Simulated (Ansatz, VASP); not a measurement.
# Al3BP4: VASP beside Ansatz

```
B Al P
1.0
     3.70153    0.00000    0.00000
     0.00000    3.72412    5.30275
     0.00000   -3.72412    5.30275
B Al P
1 3 4
Direct
  0.00000 0.99754 0.99754
  0.50000 0.99953 0.50153
  0.50000 0.50153 0.99953
  0.00000 0.49753 0.49753
  0.50000 0.10714 0.10714
  0.00000 0.11213 0.66068
  0.00000 0.66068 0.11213
  0.50000 0.62391 0.62391
```

Alike in both runs: task single point; functional PBE; k mesh 8 × 4 × 4; occupations fermi-dirac, width 0.02 eV; no spin polarisation.

```csv
,VASP,Ansatz
version,VASP 6.6.1,Ansatz 0.2.0
potentials or method,"VASP PAW PBE potentials, release 64 (B, Al, P)","plane waves, PAW"
plane-wave cutoff (eV),520,420
valence electrons in the cell,32,32
```

Ansatz gave:

- gap on the k mesh at the Fermi level (eV): 1.03
- pressure (GPa): 1.2
- traceless stress, the component that is largest in VASP (GPa): -0.12
- rms of the force components (eV/Å): 0.056

What did VASP give for the same quantities?

gap on the k mesh at the Fermi level (eV): 1.02; pressure (GPa): 1.1; traceless stress, the component that is largest in VASP (GPa): -0.11; rms of the force components (eV/Å): 0.054.

Atom by atom the forces differ by 0.003 eV/Å (rms over components). The functional is the same, so the differences come from potentials, cutoffs and numerics.
